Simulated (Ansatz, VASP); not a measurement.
# Two plane-wave programs on BaTiO3

```
Ba Ti O
1.0
     2.86037    1.65144    2.38124
    -2.86037    1.65144    2.38124
     0.00000   -3.30287    2.38124
Ba Ti O
1 1 3
Cartesian
  0.0000 0.0000 0.0191
  0.0000 0.0000 3.6633
  0.0000 -1.6258 4.6749
  -1.4080 0.8129 4.6749
  1.4080 0.8129 4.6749
```

Change from the starting cell: strain +0.000 along x and y, +0.015 along z, atoms carried along.

Alike in both runs: task single point; functional PBE; k mesh 6 × 6 × 6; occupations gaussian, width 0.05 eV; no spin polarisation; Hubbard terms Ti d U = 4.0 eV.

|  | VASP | Ansatz |
| --- | --- | --- |
| version | VASP 6.6.1 | Ansatz 0.2.0 |
| potentials or method | VASP PAW PBE potentials, release 64 (Ba_sv, Ti_sv, O_h), cutoff 1340 eV | scalar-relativistic, plane waves, PAW |
| valence electrons in the cell | 40 | 40 |

```csv
,VASP,Ansatz,Ansatz less VASP
gap on the k mesh at the Fermi level (eV),2.59,2.60,+0.016
least direct gap on the mesh (eV),2.96,2.97,+0.004
pressure (GPa),0.9,-2.1,-3.05
"traceless stress, the component that is largest in VASP (GPa)",-2.34,-2.02,+0.322
rms of the force components (eV/Å),0.155,0.062,-0.0923
```

The programs project onto different local orbitals, so the same U acts differently, and such runs can settle in different states. Atom by atom the forces differ by 0.215 eV/Å (rms over components).

Neither program's run includes spin-orbit coupling.
